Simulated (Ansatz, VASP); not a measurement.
**Ca3Bi: VASP beside Ansatz**

```xyz
4
Lattice="5.1144 0.0000 0.0000 0.0000 5.1144 0.0000 0.0000 0.0000 5.1144" Properties=species:S:1:pos:R:3 pbc="T T T"
Ca    0.0000    2.5572    2.5572
Ca    2.5572    0.0000    2.5572
Ca    2.5572    2.5572    0.0000
Bi    0.0000    0.0000    0.0000
```

Alike in both runs: functional PBE; k mesh 4 × 4 × 4; occupations gaussian, width 0.1 eV; no spin polarisation.

Ansatz relaxed the structure, and its values are those at the end. VASP's run is a single point on that final structure, the one shown.

|  | VASP | Ansatz |
| --- | --- | --- |
| version | VASP 6.6.1 | Ansatz 0.2.0 |
| potentials or method | VASP PAW PBE potentials, release 64 (Ca_sv, Bi_d), cutoff 520 eV | scalar-relativistic, plane waves, PAW |
| valence electrons in the cell | 45 | 45 |

```tsv
	VASP	Ansatz	Ansatz less VASP
gap on the k mesh at the Fermi level (eV)	none	none	-
pressure (GPa)	0.2	0.2	-0.01
```

A gap of «none» marks a metal or a gap that the smearing closes. The functional is the same, so the differences come from potentials, cutoffs and numerics.

Spin-orbit coupling is off throughout.
